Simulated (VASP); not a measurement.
Write the native input for VASP 6.6.1 that does the following.

```yaml
Task: single point
Functional: PBE
Potentials_or_basis: VASP PAW PBE potentials, release 64 (Al, N)
Cutoff: 520 eV
k_mesh: 12 × 12 × 4
Occupations: fermi-dirac, width 0.02 eV
Spin: no spin polarisation
Dipole_correction: no
Further_INCAR_settings: ALGO = Normal; EDIFF = 1e-07; NBANDS = 16
```

The structure of AlN lies in POSCAR:

```
AlN
1.0
    3.1130000000      0.0259416667      0.0259416667
   -1.5340338333      2.6829691667      0.0094953333
    0.0415083333      0.0415083333      4.9810000000
Al N
2 2
Direct
    0.3333333333      0.6666666667      0.0000000000
    0.6666666667      0.3333333333      0.5000000000
    0.3333333333      0.6666666667      0.3800000000
    0.6666666667      0.3333333333      0.8800000000
```

The input as run:

INCAR

```
SYSTEM = AlN
ALGO = Normal
EDIFF = 1E-7
ENCUT = 520
GGA = PE
ISIF = 2
ISMEAR = -1
LASPH = .TRUE.
LCHARG = .FALSE.
LREAL = .FALSE.
LWAVE = .FALSE.
NBANDS = 16
NELM = 100
PREC = Accurate
SIGMA = 0.02
```

KPOINTS

```
k-points
0
G
  12 12 4
  0 0 0
```

Potentials or basis: VASP PAW PBE potentials, release 64 (Al, N).

Command:

```bash
$ cat potpaw_PBE.64/Al/POTCAR potpaw_PBE.64/N/POTCAR > POTCAR
$ mpirun -np 1 vasp_std > vasp.out
```

Results of the run:

```
Pressure               : 3.5 GPa
Largest force          : 0.283 eV/Å
Band gap on the k mesh : 4.20 eV
```

Caveat: the cell stands under pressure.

Wall time 59 s on 1 thread of Intel(R) Xeon(R) 6975P-C (Granite Rapids), on a shared host, peak memory 0.27 GiB.
